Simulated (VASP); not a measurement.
# PbSe (Fm-3m) in VASP: further runs

Runs on PbSe. Level: r2SCAN50. Tasks: single point.

All numbers are computed with VASP 6.6.1; they aren't measurements. Logs are shortened: lines on timing, memory, paths and dates and some standing lists are left out, and cuts for length are marked.

## (1) The cell of the first run

It takes space group Fm-3m (No. 225, cubic). Conventional cell: a = 6.039 Å, b = 6.039 Å, c = 6.039 Å, α = 90.00°, β = 90.00°, γ = 90.00°. Pb (site symmetry m-3m) has 6 Se at 3.02 Å within 4.0 Å. Within 4.0 Å of Se (site symmetry m-3m) lie 6 Pb at 3.02 Å.

## (2) Single point, r2SCAN50

POSCAR reads:

```
PbSe
1.0
    0.0000000000      3.0192847941      3.0192847941
    3.0192847941      0.0000000000      3.0192847941
    3.0192847941      3.0192847941      0.0000000000
Pb Se
1 1
Direct
    0.0000000000      0.0000000000      0.0000000000
    0.5000000000      0.5000000000      0.5000000000
```

INCAR.step1 reads:

```
PREC     = Accurate       # precision mode
ENCUT    = 520            # plane-wave cutoff, eV
EDIFF    = 1E-5           # SCF threshold, eV
ISMEAR   = -1             # smearing method
SIGMA    = 0.05           # smearing width, eV
LREAL    = False          # projectors in reciprocal space
LASPH    = True           # aspherical terms in the spheres
NELM     = 60             # most SCF steps
ALGO     = Normal         # electronic algorithm
ISIF     = 2              # what is computed and relaxed
LWAVE    = True           # write WAVECAR
GGA      = PE             # functional
NBANDS   = 17             # bands
```

INCAR.step2 reads:

```
PREC     = Accurate       # precision mode
ENCUT    = 520            # plane-wave cutoff, eV
EDIFF    = 1E-7           # SCF threshold, eV
ISMEAR   = -1             # smearing method
SIGMA    = 0.05           # smearing width, eV
LREAL    = False          # projectors in reciprocal space
LASPH    = True           # aspherical terms in the spheres
NELM     = 60             # most SCF steps
ALGO     = Normal         # electronic algorithm
ISIF     = 2              # what is computed and relaxed
LWAVE    = False          # write WAVECAR
LCHARG   = True           # write CHGCAR
METAGGA  = R2SCAN         # meta-GGA
LHFCALC  = True           # exact exchange
AEXX     = 0.5            # exact-exchange fraction
LMIXTAU  = True         
PRECFOCK = Normal       
LELF     = True           # ELF
LVHAR    = True         
ISTART   = 1            
NBANDS   = 17             # bands
```

KPOINTS reads:

```
Automatic mesh
0
Gamma
  4 4 4
```

Potentials or basis: VASP PAW PBE potentials, release 64 (Pb_d, Se).

Launch:

```
$ cat potpaw_PBE.64/Pb_d/POTCAR potpaw_PBE.64/Se/POTCAR > POTCAR
$ cp INCAR.step1 INCAR
$ mpirun -np 1 vasp_std > vasp.out
$ cp INCAR.step2 INCAR
$ mpirun -np 1 vasp_std > vasp.out
```

OUTCAR:

```text
PREC = Accurate
   ENCUT = 520
   EDIFF = 1E-7
   ISMEAR = -1
   LREAL = False
   LASPH = True
   NELM = 60
   ISIF = 2
   METAGGA = R2SCAN
   LHFCALC = True
   AEXX = 0.5
   PRECFOCK = Normal
   ISTART = 1

 ion  position               nearest neighbor table
   1  0.000  0.000  0.000-   2 3.02   2 3.02   2 3.02   2 3.02   2 3.02   2 3.02
   2  0.500  0.500  0.500-   1 3.02   1 3.02   1 3.02   1 3.02   1 3.02   1 3.02

  LATTYP: Found a face centered cubic cell.
 ALAT       =     6.0385695882

  Lattice vectors:

 A1 = (   0.0000000000,   3.0192847941,   3.0192847941)
 A2 = (   3.0192847941,   0.0000000000,   3.0192847941)
 A3 = (   3.0192847941,   3.0192847941,   0.0000000000)

Analysis of symmetry for initial positions (statically):
=====================================================================
 Subroutine PRICEL returns:
 Original cell was already a primitive cell.

 Routine SETGRP: Setting up the symmetry group for a
 face centered cubic supercell.

 Subroutine GETGRP returns: Found 48 space group operations
 (whereof 48 operations were pure point group operations)
 out of a pool of 48 trial point group operations.

The static configuration has the point symmetry O_h .

Analysis of symmetry for dynamics (positions and initial velocities):
=====================================================================
 Subroutine PRICEL returns:
 Original cell was already a primitive cell.

 Routine SETGRP: Setting up the symmetry group for a
 face centered cubic supercell.

 Subroutine GETGRP returns: Found 48 space group operations
 (whereof 48 operations were pure point group operations)
 out of a pool of 48 trial point group operations.

The dynamic configuration has the point symmetry O_h .

 Subroutine INISYM returns: Found 48 space group operations
 (whereof 48 operations are pure point group operations),
 and found     1 'primitive' translations

----------------------------------------------------------------------------------------

                                     Primitive cell

[... 72 lines left out ...]
   NELM   =     60;   NELMIN=  2; NELMDL=  0     # of ELM steps
   EDIFF  = 0.1E-06   stopping-criterion for ELM
   LREAL  =      F    real-space projection
   EDIFFG = 0.1E-05   stopping-criterion for IOM
   NSW    =      0    number of steps for IOM
   IBRION =     -1    ionic relax: 0-MD 1-quasi-New 2-CG
   NFREE  =      0    steps in history (QN), initial steepest desc. (CG)
   ISIF   =      2    stress and relaxation
   ISYM   =      3    0-nonsym 1-usesym 2-fastsym
   POTIM  = 0.5000    time-step for ionic-motion
   TEBEG  =    0.0;   TEEND  =   0.0 temperature during run
   PSTRESS=    0.0 pullay stress
   NELECT =      20.0000    total number of electrons
   NUPDOWN=      -1.0000    fix difference up-down
   EMIN   =  10.00;   EMAX   =-10.00  energy-range for DOS
   EFERMI =   0.00;   METHOD = LEGACY
   ISMEAR =    -1;   SIGMA  =   0.05  broadening in eV -4-tet -1-fermi 0-gaus
   EFERMI_NEDOS =   21; number of points for ismear=-14 and -15
   IALGO  =     38    algorithm
   IMIX   =      1    mixing-type and parameters
     AMIX     =   0.40;   BMIX     =  1.00
     AMIX_MAG =   1.60;   BMIX_MAG =  1.00
  volume/ion in A,a.u.               =      27.52       185.74
  Fermi-wavevector in a.u.,A,eV,Ry     =   1.168165  2.207511 18.566630  1.364609
  Thomas-Fermi vector in A             =   2.304655
   LORBIT       =      0    0 simple, 1 ext, 2 COOP (PROOUT), +10 PAW based schemes
   METAGGA = R2SCAN    functional components
   LHFCALC =     T    Hartree Fock is set to
   PRECFOCK=normal    Normal, Fast or Accurate (Low or Medium for compatibility)
   ENCUT4O =  -1.0   cutoff for four orbital integrals eV
   NKREDX  =     1    reduce k-point grid by
   NKREDY  =     1    reduce k-point grid by
   NKREDZ  =     1    reduce k-point grid by
   AEXX    =    0.5000 exact exchange contribution
   HFSCREEN=    0.0000 screening length (either q_TF or 0.3 A-1)
   HFSCREENC=   0.0000 screening length for correlation (either q_TF or 0.3 A-1)
   ENCUTFOCK=  -1.0 apply spherical cutoff to Coloumb kernel
   IVDW    =     0    specifies the selected vdW correction
   LEPSILON=     F    determine dielectric tensor
   LRPA    =     F    only Hartree local field effects (RPA)
 non-spin polarized calculation
  energy-cutoff  :      520.00
  volume of cell :       55.05
 maximum number of plane-waves:      1524
  NGX = 24; NGY = 24; NGZ = 24

 number of electron      20.0000005 magnetization

 Free energy of the ion-electron system (eV)
  ---------------------------------------------------
  ext. energy  EPLUGINS =         0.00000000
  ---------------------------------------------------
  free energy    TOTEN  =       -46.26586171 eV

  energy without entropy =      -46.26586171  energy(sigma->0) =      -46.26586171

 E-fermi :   5.4893     XC(G=0):  -5.7925

 val. band max:        4.3354741847   @ k =   0.5000   0.0000   0.0000
 cond. band min:       6.7717274331   @ k =   0.5000   0.0000   0.0000
 fundamental gap:      2.4362532484
 Fermi energy:         5.4892668804

 k-point     1 :       0.0000    0.0000    0.0000
  band No.  band energies     occupation
      1     -16.5677      2.00000
      2     -16.5677      2.00000
      3     -16.5424      2.00000
      4     -16.5424      2.00000
      5     -16.5424      2.00000
      6     -12.9465      2.00000
[... 137 lines left out ...]
      4     -16.5290      2.00000
      5     -16.4908      2.00000
      6     -10.9464      2.00000
[... 9 lines left out ...]
     16      19.9122      0.00000
     17      20.6105      0.00000

------------------------ aborting loop because EDIFF is reached ----------------------------------------

  FORCE on cell =-STRESS in cart. coord.  units (eV):
  Direction    XX          YY          ZZ          XY          YZ          ZX
  --------------------------------------------------------------------------------------
  -------------------------------------------------------------------------------------
  Total        0.9366247      0.9366247      0.9366247     -0.0000000      0.0000000      0.0000000
  in kB       27.2605076     27.2605076     27.2605076     -0.0000000      0.0000000      0.0000000
  external PRESSURE =      27.2605076 kB  Pullay stress =       0.0000000 kB

 VOLUME and BASIS-vectors are now :
 -----------------------------------------------------------------------------
  energy-cutoff  :      520.00
  volume of cell :       55.05
      direct lattice vectors                 reciprocal lattice vectors
     0.000000000  3.019284794  3.019284794    -0.165602132  0.165602132  0.165602132
     3.019284794  0.000000000  3.019284794     0.165602132 -0.165602132  0.165602132
     3.019284794  3.019284794  0.000000000     0.165602132  0.165602132 -0.165602132

 POSITION                                       TOTAL-FORCE (eV/Angst)
 -----------------------------------------------------------------------------------
      0.00000      0.00000      0.00000         0.000000     -0.000000      0.000000
      3.01928      3.01928      3.01928        -0.000000      0.000000     -0.000000
 -----------------------------------------------------------------------------------
    total drift:                               -0.000000     -0.000002      0.000001

  FREE ENERGIE OF THE ION-ELECTRON SYSTEM (eV)
  ---------------------------------------------------
  free  energy   TOTEN  =       -46.2658617112 eV

  energy  without entropy=      -46.2658617112  energy(sigma->0) =      -46.26586171
```

Wall time 19 min (1 thread of Intel Xeon Platinum 8375C at 2.90GHz (Ice Lake), shared host); peak memory 0.19 GiB.

Results:

| Item | Value |
| --- | --- |
| Free energy | -46.2659 eV |
| Pressure | 2.7 GPa |
| Band gap on the k mesh | 2.44 eV |

Levels at points of the mesh, in eV from the valence-band top:
```csv
k point,band 6,band 7,band 8,band 9,band 10,band 11,band 12,band 13,band 14,band 15
"(0.00, 0.00, 0.00)",-17.28,-7.15,-2.91,-2.91,-2.91,7.86,7.86,7.86,9.27,9.27
"(0.50, 0.00, 0.00)",-15.86,-11.07,-2.40,-2.40,0.00,2.44,3.94,3.94,11.73,13.52
"(0.50, 0.50, 0.00)",-15.31,-8.84,-6.88,-4.62,-4.62,5.92,9.03,9.03,9.57,14.88
```

Caveat: the k points lie up to 0.45 Å⁻¹ apart; the PAW data sets were made with another functional, which shifts forces and pressure a little; spin-orbit coupling is left out, which moves the levels of the heavy elements. A k mesh can miss the band edges.

## (3) Single point, r2SCAN50

This run uses another cell than the first one, of 28.10 Å³/atom.

POSCAR reads:

```
PbSe
1.0
    0.0000000000      3.0401081059      3.0401081059
    3.0401081059      0.0000000000      3.0401081059
    3.0401081059      3.0401081059      0.0000000000
Pb Se
1 1
Direct
    0.0000000000      0.0000000000      0.0000000000
    0.5000000000      0.5000000000      0.5000000000
```

INCAR.step1 reads:

```
SYSTEM = PbSe
ALGO = Normal ; EDIFF = 1E-5
ENCUT = 520 ; GGA = PE
ISIF = 2 ; ISMEAR = -1
LASPH = .TRUE. ; LCHARG = .FALSE.
LREAL = .FALSE. ; LWAVE = .TRUE.
NBANDS = 17 ; NELM = 80
PREC = Accurate ; SIGMA = 0.05
```

INCAR.step2 reads:

```
SYSTEM = PbSe
AEXX = 0.5 ; ALGO = Normal
EDIFF = 1E-6 ; ENCUT = 520
ISIF = 2 ; ISMEAR = -1
ISTART = 1 ; LASPH = .TRUE.
LCHARG = .FALSE. ; LHFCALC = .TRUE.
LMIXTAU = .TRUE. ; LREAL = .FALSE.
LWAVE = .FALSE. ; METAGGA = R2SCAN
NBANDS = 17 ; NELM = 80
PREC = Accurate ; PRECFOCK = Normal
SIGMA = 0.05
```

KPOINTS reads:

```
k-points
0
G
  4 4 4
  0 0 0
```

Potentials or basis: VASP PAW PBE potentials, release 64 (Pb_d, Se).

Launch:

```
$ cat potpaw_PBE.64/Pb_d/POTCAR potpaw_PBE.64/Se/POTCAR > POTCAR
$ cp INCAR.step1 INCAR
$ mpirun -np 1 vasp_std > vasp.out
$ cp INCAR.step2 INCAR
$ mpirun -np 1 vasp_std > vasp.out
```

Wall time 15 min (1 thread of Intel Xeon Platinum 8375C at 2.90GHz (Ice Lake), shared host); peak memory 0.19 GiB.

It converged, with:

| Item | Value |
| --- | --- |
| Free energy | -46.2809 eV |
| Pressure | 1.4 GPa |
| Band gap on the k mesh | 2.53 eV |

Levels at points of the mesh, in eV from the valence-band top:
```
           k point  band 6  band 7  band 8  band 9  band 10  band 11  band 12  band 13  band 14  band 15
(0.00, 0.00, 0.00)  -17.03   -7.15   -2.75   -2.75    -2.75     7.85     7.85     7.85     9.35     9.35
(0.50, 0.00, 0.00)  -15.67  -10.87   -2.27   -2.27     0.00     2.53     4.04     4.04    11.73    13.57
(0.50, 0.50, 0.00)  -15.16   -8.75   -6.62   -4.42    -4.42     6.05     8.98     8.98     9.51    14.87
```

Caveat: the k points lie up to 0.45 Å⁻¹ apart; the PAW data sets were made with another functional, which shifts forces and pressure a little; spin-orbit coupling is left out, which moves the levels of the heavy elements.

## (4) Single point, r2SCAN50

This run uses another cell than the first one, of 28.67 Å³/atom.

POSCAR reads:

```
PbSe
1.0
    0.0000000000      3.0606500000      3.0606500000
    3.0606500000      0.0000000000      3.0606500000
    3.0606500000      3.0606500000      0.0000000000
Pb Se
1 1
Direct
    0.0000000000      0.0000000000      0.0000000000
    0.5000000000      0.5000000000      0.5000000000
```

INCAR.step1 reads:

```
SYSTEM = PbSe
PREC = Accurate ; ENCUT = 520
EDIFF = 1E-5 ; ISMEAR = -1
SIGMA = 0.05 ; LREAL = .FALSE.
LASPH = .TRUE. ; NELM = 100
ALGO = Normal ; ISIF = 2
LWAVE = .TRUE. ; GGA = PE
NBANDS = 17
```

INCAR.step2 reads:

```
SYSTEM = PbSe
PREC = Accurate ; ENCUT = 520
EDIFF = 1E-6 ; ISMEAR = -1
SIGMA = 0.05 ; LREAL = .FALSE.
LASPH = .TRUE. ; NELM = 100
ALGO = Normal ; ISIF = 2
LWAVE = .FALSE. ; LCHARG = .TRUE.
METAGGA = R2SCAN ; LHFCALC = .TRUE.
AEXX = 0.5 ; LMIXTAU = .TRUE.
PRECFOCK = Normal ; LELF = .TRUE.
LVHAR = .TRUE. ; ISTART = 1
NBANDS = 17
```

KPOINTS reads:

```
Automatic mesh
0
G
  4 4 4
  0 0 0
```

Launch:

```
$ cat potpaw_PBE.64/Pb_d/POTCAR potpaw_PBE.64/Se/POTCAR > POTCAR
$ cp INCAR.step1 INCAR
$ mpirun -np 1 vasp_std > vasp.out
$ cp INCAR.step2 INCAR
$ mpirun -np 1 vasp_std > vasp.out
```

Run time: 25 min. Hardware: 1 thread of Intel Xeon Platinum 8375C at 2.90GHz (Ice Lake), shared host; peak memory 0.2 GiB.

Results (log left out):

```yaml
Free_energy: -46.2867 eV
Pressure: 0.1 GPa
Band_gap_on_the_k_mesh: 2.62 eV
```

Levels at points of the mesh, in eV from the valence-band top:
```
           k point  band 6  band 7  band 8  band 9  band 10  band 11  band 12  band 13  band 14  band 15
(0.00, 0.00, 0.00)  -16.78   -7.16   -2.61   -2.61    -2.61     7.84     7.84     7.84     9.43     9.43
(0.50, 0.00, 0.00)  -15.48  -10.69   -2.14   -2.14     0.00     2.62     4.13     4.13    11.73    13.54
(0.50, 0.50, 0.00)  -15.01   -8.67   -6.39   -4.24    -4.24     6.17     8.93     8.93     9.44    14.85
```

Caveat: the k points lie up to 0.44 Å⁻¹ apart; the PAW data sets were made with another functional, which shifts forces and pressure a little; spin-orbit coupling is left out, which moves the levels of the heavy elements.

(Part 1 of 2 ends here.)
